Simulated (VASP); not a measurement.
Here is a VASP 6.6.1 calculation.

INCAR

```
  ALGO = Normal
  EDIFF = 1E-6
  ENCUT = 520
  GGA = PE
  ISIF = 2
  ISMEAR = 0
  ISPIN = 2
  LASPH = True
  LCHARG = False
  LDAU = True
  LDAUJ = 0 0
  LDAUL = 2 -1
  LDAUPRINT = 1
  LDAUTYPE = 2
  LDAUU = 1 0
  LMAXMIX = 4
  LORBIT = 11
  LREAL = False
  LWAVE = False
  MAGMOM = 4 4 0 0
  NBANDS = 32
  NELM = 150
  PREC = Accurate
  SIGMA = 0.05
```

Contents of KPOINTS:

```
k-points
0
Gamma
  5 5 3
```

POSCAR

```
TeRu
1.0
    4.2489024300      0.0000000000      0.0000000000
    0.0000000000      4.2489024300      0.0000000000
    0.0000000000      0.0000000000      6.2212046100
Ru Te
2 2
Direct
    0.0000000000      0.0000000000      0.0000000000
    0.5000000000      0.5000000000      0.0000000000
    0.5000000000      0.0000000000      0.2670000000
    0.0000000000      0.5000000000      0.7330000000
```

Potentials or basis: VASP PAW PBE potentials, release 64 (Ru_pv, Te).

Command:

```sh
$ cat potpaw_PBE.64/Ru_pv/POTCAR potpaw_PBE.64/Te/POTCAR > POTCAR
$ mpirun -np 1 vasp_std > vasp.out
```

Problem. What does it give for the largest force?

Solution. 2.075 eV/Å.

Problem. Predict the band gap on the k mesh.

Solution. Zero (filled and empty bands overlap).

Forces on the atoms (eV/Å):
```
Ru   0.000  0.000  0.000
Ru   0.000  0.000  0.000
Te   0.000  0.000 -2.075
Te   0.000  0.000  2.075
```

Caveat: the cell stands under tension; spin-orbit coupling is left out, which moves the levels of the heavy elements; the U is typed as a test and isn't derived for this compound; forces of over 1 eV/Å act on the atoms, so gaps and moduli don't describe the material at rest. The state reached can hang on the start; a lower one may exist.
